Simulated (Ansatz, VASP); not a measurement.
## One calculation of BN, two programs

```
B N
1.0
     2.57967    0.00000    0.00000
    -1.28984    2.15498    0.00000
     0.00000    0.00000    6.01917
B N
2 2
Direct
  0.34036 0.68071 0.25000
  0.65964 0.31929 0.75000
  0.32407 0.64814 0.75000
  0.67593 0.35186 0.25000
```

Change from the starting cell: normal strain along x +0.0367, normal strain along z -0.0733.

Alike in both runs: functional LDA; k mesh 12 × 12 × 4; occupations gaussian, width 0.05 eV; no spin polarisation.

Ansatz relaxed the structure, and its values are those at the end. VASP's run is a single point on that final structure, the one shown.

|  | VASP | Ansatz |
| --- | --- | --- |
| version | VASP 6.6.1 | Ansatz 0.2.0 |
| potentials or method | VASP PAW LDA potentials, release 64 (B, N), cutoff 520 eV | scalar-relativistic, plane waves, PAW |
| valence electrons in the cell | 16 | 16 |

|  | VASP | Ansatz | Ansatz less VASP |
| --- | --- | --- | --- |
| gap on the k mesh at the Fermi level (eV) | 3.78 | 3.79 | +0.010 |
| least direct gap on the mesh (eV) | 3.90 | 3.91 | +0.011 |
| pressure (GPa) | -11.6 | -12.3 | -0.62 |
| rms of the force components (eV/Å) | 0.003 | 0.001 | -0.0024 |

Ansatz warns that its potentials were made for another functional, while VASP's fit it. LDA's correlation is that of Perdew and Zunger in VASP and of Perdew and Wang (1992) in Ansatz. Ansatz's warnings: stress scf threshold loose.
